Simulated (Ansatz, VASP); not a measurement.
# Two plane-wave programs on HfO2

```xyz
12
Lattice="5.1180 0.0000 0.0000 0.0000 5.1857 0.0000 -0.8587 0.0000 5.2139" Properties=species:S:1:pos:R:3 pbc="T T T"
Hf    0.8021    2.3870    3.6914
Hf    3.0279    4.9798    4.1294
Hf    3.4573    2.7987    1.5224
Hf    1.2314    0.2059    1.0845
O    -0.3473    0.8733    4.4146
O     4.1773    3.4661    3.4062
O     4.6066    4.3124    0.7993
O     0.0821    1.7196    1.8076
O     1.4549    3.8473    5.1101
O     2.3751    1.2544    2.7107
O     2.8045    1.3384    0.1038
O     1.8842    3.9313    2.5032
```

Alike in both runs: functional RPBE; k mesh 4 × 4 × 4; occupations fermi-dirac, width 0.05 eV; no spin polarisation.

```csv
,VASP,Ansatz
version,VASP 6.6.1,Ansatz 0.2.0
potentials or method,"VASP PAW PBE potentials, release 64 (Hf_pv, O)",Ansatz PAW
plane-wave cutoff (eV),520,420
valence electrons in the cell,88,152
task,single point,band structure
```

|  | VASP | Ansatz | Ansatz less VASP |
| --- | --- | --- | --- |
| gap on the k mesh at the Fermi level (eV) | 4.20 | 4.24 | +0.045 |
| least direct gap on the mesh (eV) | 4.28 | 4.33 | +0.049 |
| pressure (GPa) | 7.4 | 10.7 | +3.33 |
| traceless stress, the component that is largest in VASP (GPa) | -0.61 | -0.57 | +0.040 |
| rms of the force components (eV/Å) | 0.179 | 0.199 | +0.0198 |

VASP's potentials were made for PBE, not for RPBE. Atom by atom the forces differ by 0.034 eV/Å (rms over components). VASP's potentials hold 88 valence electrons a cell and Ansatz's 152, so a difference there can come from the potentials and not from the codes.

Spin-orbit coupling is off throughout.
